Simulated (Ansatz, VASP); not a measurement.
**TiPt3: VASP beside Ansatz**

```
Ti Pt
1.0
     4.02562    0.00000    0.00000
     0.00000    4.02562    0.00000
     0.00000    0.00000    4.02562
Ti Pt
1 3
Direct
  0.00000 0.00000 0.00000
  0.00000 0.50000 0.50000
  0.50000 0.00000 0.50000
  0.50000 0.50000 0.00000
```

Alike in both runs: task single point; functional PBE; k mesh 10 × 10 × 10; occupations gaussian, width 0.1 eV; no spin polarisation.

```csv
,VASP,Ansatz
version,VASP 6.6.1,Ansatz 0.2.0
potentials or method,"VASP PAW PBE potentials, release 64 (Ti_sv, Pt), cutoff 520 eV","scalar-relativistic, plane waves, PAW"
valence electrons in the cell,42,66
```

Ansatz gave:

* gap on the k mesh at the Fermi level (eV): none
* pressure (GPa): -11.9

Q: What did VASP give for the same quantities?

A: gap on the k mesh at the Fermi level (eV): none; pressure (GPa): -12.2.

A gap of «none» marks a metal or a gap that the smearing closes. The functional is the same, so the differences come from potentials, cutoffs and numerics. VASP's potentials hold 42 valence electrons a cell and Ansatz's 66, so a difference there can come from the potentials and not from the codes.

Spin-orbit coupling is off throughout.
